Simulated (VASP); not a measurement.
# GaN (P6_3mc) in VASP: single point with PBE

Aim: the single point of GaN with PBE.

All numbers are computed with VASP 6.6.1; they aren't measurements. Logs are shortened: lines on timing, memory, paths and dates and some standing lists are left out, and cuts for length are marked.

## 1. The cell of the first run

The structure is hexagonal, space group P6_3mc (No. 186). Conventional cell: a = 3.218 Å, b = 3.218 Å, c = 5.243 Å, α = 90.00°, β = 90.00°, γ = 120.00°. Within 2.6 Å of Ga (site symmetry 3m) lie 4 N at 1.97 to 1.98 Å. Ga (site symmetry 3m) has 4 N at 1.97 to 1.98 Å within 2.6 Å. Within 2.6 Å of N (site symmetry 3m) lie 4 Ga at 1.97 to 1.98 Å. N (site symmetry 3m) has 4 Ga at 1.97 to 1.98 Å within 2.6 Å.

## 2. Single point, PBE

INCAR reads:

```
  ALGO = Normal
  EDIFF = 1E-6
  ENCUT = 520
  GGA = PE
  ISIF = 2
  ISMEAR = 0
  LASPH = True
  LCHARG = True
  LELF = True
  LREAL = Auto
  LVHAR = True
  LWAVE = False
  NBANDS = 186
  NELM = 60
  PREC = Accurate
  SIGMA = 0.02
```

KPOINTS reads:

```
Automatic mesh
0
Gamma
  2 2 2
  0.5 0.5 0.5
```

POSCAR reads:

```
GaN
1.0
    4.8275356946      2.7871790329      5.2431089265
   -4.8275356947      2.7871790328      5.2431089265
    0.0000000001     -5.5743580657      5.2431089265
Ga N
18 18
Direct
    0.3886005034      0.3886005034      0.7219338368
    0.3886005034      0.7219338368      0.3886005034
    0.7219338368      0.0552671701      0.7219338368
    0.3886005034      0.0552671701      0.0552671701
    0.7219338368      0.3886005034      0.3886005034
    0.0552671701      0.7219338368      0.7219338368
    0.7219338368      0.7219338368      0.0552671701
    0.0552671701      0.0552671701      0.3886005034
    0.0552671701      0.3886005034      0.0552671701
    0.4441560590      0.7774893923      0.7774893923
    0.4441560590      0.1108227256      0.4441560590
    0.7774893923      0.4441560590      0.7774893923
    0.4441560590      0.4441560590      0.1108227256
    0.7774893923      0.7774893923      0.4441560590
    0.1108227256      0.1108227256      0.7774893923
    0.7774893923      0.1108227256      0.1108227256
    0.1108227256      0.4441560590      0.4441560590
    0.1108227256      0.7774893923      0.1108227256
    0.5141772744      0.5141772744      0.8475106077
    0.5141772744      0.8475106077      0.5141772744
    0.8475106077      0.1808439410      0.8475106077
    0.5141772744      0.1808439410      0.1808439410
    0.8475106077      0.5141772744      0.5141772744
    0.1808439410      0.8475106077      0.8475106077
    0.8475106077      0.8475106077      0.1808439410
    0.1808439410      0.1808439410      0.5141772744
    0.1808439410      0.5141772744      0.1808439410
    0.2363994966      0.5697328299      0.5697328299
    0.2363994966      0.9030661632      0.2363994966
    0.5697328299      0.2363994966      0.5697328299
    0.2363994966      0.2363994966      0.9030661632
    0.5697328299      0.5697328299      0.2363994966
    0.9030661632      0.9030661632      0.5697328299
    0.5697328299      0.9030661632      0.9030661632
    0.9030661632      0.2363994966      0.2363994966
    0.9030661632      0.5697328299      0.9030661632
```

Potentials or basis: VASP PAW PBE potentials, release 64 (Ga_d, N).

Run with:

```console
cat potpaw_PBE.64/Ga_d/POTCAR potpaw_PBE.64/N/POTCAR > POTCAR
mpirun -np 1 vasp_std > vasp.out
```

OUTCAR:

```text
EDIFF = 1E-6
   ENCUT = 520
   GGA = PE
   ISIF = 2
   ISMEAR = 0
   LASPH = True
   LREAL = Auto
   NELM = 60
   PREC = Accurate

 ion  position               nearest neighbor table
   1  0.389  0.389  0.722-  31 1.97  30 1.97  28 1.97  19 1.98
   2  0.389  0.722  0.389-  29 1.97  32 1.97  28 1.97  20 1.98
   3  0.722  0.055  0.722-  33 1.97  34 1.97  30 1.97  21 1.98
   4  0.389  0.055  0.055-  31 1.97  29 1.97  34 1.97  22 1.98
   5  0.722  0.389  0.389-  35 1.97  32 1.97  30 1.97  23 1.98
   6  0.055  0.722  0.722-  33 1.97  36 1.97  28 1.97  24 1.98
[... 28 lines left out ...]
  35  0.903  0.236  0.236-   5 1.97   8 1.97   9 1.97  16 1.98
  36  0.903  0.570  0.903-   7 1.97   6 1.97   9 1.97  12 1.98

  LATTYP: Found a trigonal (rhomboedric) cell.
 ALAT       =     7.6526896618
 COS(alpha) =     0.2041104925

  Lattice vectors:

 A1 = (   4.8275356946,   2.7871790329,   5.2431089265)
 A2 = (  -4.8275356947,   2.7871790328,   5.2431089265)
 A3 = (   0.0000000001,  -5.5743580657,   5.2431089265)

Analysis of symmetry for initial positions (statically):
=====================================================================
 Subroutine PRICEL returns following result:

  LATTYP: Found a hexagonal cell.
 ALAT       =     3.2183571295
 C/A-ratio  =     1.6291258913

  Lattice vectors:

 A1 = (  -1.6091785647,  -2.7871790326,   0.0000000000)
 A2 = (   3.2183571299,  -0.0000000002,  -0.0000000005)
 A3 = (  -0.0000000005,  -0.0000000003,   5.2431089270)

   9 primitive cells build up your supercell.

 Routine SETGRP: Setting up the symmetry group for a
 trigonal (rhombohedral) supercell.

 Subroutine GETGRP returns: Found  6 space group operations
 (whereof  6 operations were pure point group operations)
 out of a pool of 12 trial point group operations.

The static configuration has the point symmetry C_3v.

Analysis of symmetry for dynamics (positions and initial velocities):
=====================================================================
 Subroutine PRICEL returns following result:

  LATTYP: Found a hexagonal cell.
 ALAT       =     3.2183571295
 C/A-ratio  =     1.6291258913

  Lattice vectors:

 A1 = (  -1.6091785647,  -2.7871790326,   0.0000000000)
 A2 = (   3.2183571299,  -0.0000000002,  -0.0000000005)
 A3 = (  -0.0000000005,  -0.0000000003,   5.2431089270)

   9 primitive cells build up your supercell.

 Routine SETGRP: Setting up the symmetry group for a
 trigonal (rhombohedral) supercell.

 Subroutine GETGRP returns: Found  6 space group operations
 (whereof  6 operations were pure point group operations)
 out of a pool of 12 trial point group operations.

The dynamic configuration has the point symmetry C_3v.

 Subroutine INISYM returns: Found  6 space group operations
 (whereof  6 operations are pure point group operations),
 and found     9 'primitive' translations

----------------------------------------------------------------------------------------

                                     Primitive cell

  volume of cell :      47.0314

  direct lattice vectors                    reciprocal lattice vectors
    -1.609178565 -2.787179033  0.000000000    -0.000000000 -0.358785707 -0.000000000
     3.218357130 -0.000000000 -0.000000001     0.310717537 -0.179392854  0.000000000
    -0.000000000 -0.000000000  5.243108927     0.000000000 -0.000000000  0.190726535

  length of vectors
     3.218357129  3.218357130  5.243108927     0.358785707  0.358785707  0.190726535

  position of ions in fractional coordinates (direct lattice)
     0.666666667  0.333333334  0.499134843
     0.333333333  0.666666667  0.999134843
     0.666666666  0.333333333  0.875865156
     0.333333333  0.666666667  0.375865156

  ion indices of the primitive-cell ions
   primitive index   ion index
                 1           1
                 2          13
                 3          19
                 4          31

----------------------------------------------------------------------------------------

 KPOINTS: Automatic mesh

Automatic generation of k-mesh.
 Grid dimensions read from file:
 generate k-points for:    2    2    2

 Generating k-lattice:

  Cartesian coordinates                     Fractional coordinates (reciprocal lattice)
     0.051786256  0.029898809  0.031787756     0.500000000 -0.000000000  0.000000000
    -0.051786256  0.029898809  0.031787756    -0.000000000  0.500000000 -0.000000000
     0.000000000 -0.059797618  0.031787756     0.000000000  0.000000000  0.500000000

  Length of vectors
     0.067721610  0.067721610  0.067721610

  Shift w.r.t. Gamma in fractional coordinates (k-lattice)
     0.500000000  0.500000000  0.500000000

 Subroutine IBZKPT returns following result:
 ===========================================

 Found      2 irreducible k-points:

 Following reciprocal coordinates:
            Coordinates               Weight
  0.250000  0.250000  0.250000      2.000000
 -0.250000  0.250000  0.250000      6.000000
   k-points           NKPTS =      2   k-points in BZ     NKDIM =      2   number of bands    NBANDS=    186
   number of dos      NEDOS =    301   number of ions     NIONS =     36
   total plane-waves  NPLWV = 216000
   dimension x,y,z NGX =    60 NGY =   60 NGZ =   60
   dimension x,y,z NGXF=   120 NGYF=  120 NGZF=  120
   ions per type =              18  18
   NGX,Y,Z   is equivalent  to a cutoff of  13.03, 13.03, 13.03 a.u.
   NGXF,Y,Z  is equivalent  to a cutoff of  26.07, 26.07, 26.07 a.u.
 SYSTEM =  unknown system
   PREC   = accura    normal or accurate (medium, high low for compatibility)
   ISTART =      0    job   : 0-new  1-cont  2-samecut
   ICHARG =      2    charge: 1-file 2-atom 10-const
   ISPIN  =      1    spin polarized calculation?
   LNONCOLLINEAR =      F non collinear calculations
   LSORBIT =      F    spin-orbit coupling
   LASPH  =      T    aspherical Exc in radial PAW
   ENCUT  =  520.0 eV  38.22 Ry    6.18 a.u.  14.23 14.23 14.23*2*pi/ulx,y,z
   NELM   =     60;   NELMIN=  2; NELMDL= -5     # of ELM steps
   EDIFF  = 0.1E-05   stopping-criterion for ELM
   LREAL  =      T    real-space projection
   EDIFFG = 0.1E-04   stopping-criterion for IOM
   NSW    =      0    number of steps for IOM
   IBRION =     -1    ionic relax: 0-MD 1-quasi-New 2-CG
   NFREE  =      0    steps in history (QN), initial steepest desc. (CG)
   ISIF   =      2    stress and relaxation
   ISYM   =      2    0-nonsym 1-usesym 2-fastsym
   POTIM  = 0.5000    time-step for ionic-motion
   TEBEG  =    0.0;   TEEND  =   0.0 temperature during run
   PSTRESS=    0.0 pullay stress
   NELECT =     324.0000    total number of electrons
   NUPDOWN=      -1.0000    fix difference up-down
   EMIN   =  10.00;   EMAX   =-10.00  energy-range for DOS
   EFERMI =   0.00;   METHOD = LEGACY
   ISMEAR =     0;   SIGMA  =   0.02  broadening in eV -4-tet -1-fermi 0-gaus
   EFERMI_NEDOS =   21; number of points for ismear=-14 and -15
   IALGO  =     38    algorithm
   IMIX   =      4    mixing-type and parameters
     AMIX     =   0.40;   BMIX     =  1.00
     AMIX_MAG =   1.60;   BMIX_MAG =  1.00
  volume/ion in A,a.u.               =      11.76        79.35
  Fermi-wavevector in a.u.,A,eV,Ry     =   1.497544  2.829948 30.512954  2.242639
  Thomas-Fermi vector in A             =   2.609418
   LORBIT       =      0    0 simple, 1 ext, 2 COOP (PROOUT), +10 PAW based schemes
   GGA     = PE    functional components
   LHFCALC =     F    Hartree Fock is set to
   AEXX    =    0.0000 exact exchange contribution
   IVDW    =     0    specifies the selected vdW correction
   LEPSILON=     F    determine dielectric tensor
   LRPA    =     F    only Hartree local field effects (RPA)
 non-spin polarized calculation
 Gauss-broadening in eV      SIGMA  =   0.02
  energy-cutoff  :      520.00
  volume of cell :      423.28
 maximum number of plane-waves:     11401
 NGX is ok and might be reduce to    60
   NGX = 29   NGY = 29   NGZ = 29

 number of electron     324.0000136 magnetization

 Free energy of the ion-electron system (eV)
  ---------------------------------------------------
  ext. energy  EPLUGINS =         0.00000000
  ---------------------------------------------------
  free energy    TOTEN  =      -218.94661484 eV

  energy without entropy =     -218.94661484  energy(sigma->0) =     -218.94661484

 E-fermi :   4.9494     XC(G=0): -11.5149

 val. band max:        4.8588421841   @ k =   0.2500   0.2500   0.2500
 cond. band min:       7.9483795685   @ k =   0.2500   0.2500   0.2500
 fundamental gap:      3.0895373844
 Fermi energy:         4.9494334688

 k-point     1 :       0.2500    0.2500    0.2500
  band No.  band energies     occupation
      1     -10.5609      2.00000
      2     -10.0558      2.00000
      3     -10.0558      2.00000
      4     -10.0558      2.00000
      5      -9.9643      2.00000
      6      -9.8950      2.00000
[... 166 lines left out ...]
    173      10.1308      0.00000
    174      10.6025      0.00000

 k-point     2 :      -0.2500    0.2500    0.2500
  band No.  band energies     occupation
      1     -10.4705      2.00000
      2     -10.1574      2.00000
      3     -10.0653      2.00000
      4     -10.0653      2.00000
      5      -9.9875      2.00000
      6      -9.8924      2.00000
[... 166 lines left out ...]
    173      10.6356      0.00000
    174      10.6356      0.00000
 [bands above 174 left out]

------------------------ aborting loop because EDIFF is reached ----------------------------------------

  FORCE on cell =-STRESS in cart. coord.  units (eV):
  Direction    XX          YY          ZZ          XY          YZ          ZX
  --------------------------------------------------------------------------------------
  -------------------------------------------------------------------------------------
  Total        0.2519086      0.2519086      0.1922251     -0.0000000      0.0000000     -0.0000000
  in kB        0.9535052      0.9535052      0.7275957     -0.0000000      0.0000000     -0.0000000
  external PRESSURE =       0.8782020 kB  Pullay stress =       0.0000000 kB

 VOLUME and BASIS-vectors are now :
 -----------------------------------------------------------------------------
  energy-cutoff  :      520.00
  volume of cell :      423.28
      direct lattice vectors                 reciprocal lattice vectors
     4.827535695  2.787179033  5.243108926     0.103572512  0.059797618  0.063575512
    -4.827535695  2.787179033  5.243108926    -0.103572512  0.059797618  0.063575512
     0.000000000 -5.574358066  5.243108926     0.000000000 -0.119595236  0.063575512

 POSITION                                       TOTAL-FORCE (eV/Angst)
 -----------------------------------------------------------------------------------
      0.00000     -1.85812      7.86013         0.000000      0.000000      0.000647
     -1.60918      0.92906      7.86013         0.000000      0.000000      0.000647
      3.21836     -1.85812      7.86013         0.000000      0.000000      0.000647
      1.60918      0.92906      2.61702         0.000000      0.000000      0.000647
      1.60918      0.92906      7.86013         0.000000      0.000000      0.000647
     -3.21836     -1.85812      7.86013         0.000000      0.000000      0.000647
[... 28 lines left out ...]
      3.21836      1.85812      7.21381        -0.000000      0.000000     -0.001848
      1.60918     -0.92906     12.45692        -0.000000     -0.000000     -0.001848
 -----------------------------------------------------------------------------------
    total drift:                                0.000000      0.000004     -0.001006

  FREE ENERGIE OF THE ION-ELECTRON SYSTEM (eV)
  ---------------------------------------------------
  free  energy   TOTEN  =      -218.9466148449 eV

  energy  without entropy=     -218.9466148449  energy(sigma->0) =     -218.94661484
```

It took 14 min on 1 thread of AMD EPYC 7R43 (Zen 3), shared host; peak memory 0.49 GiB.

Results:

```yaml
Free_energy: -218.9466 eV
Pressure: 0.1 GPa
Band_gap_on_the_k_mesh: 3.09 eV
```
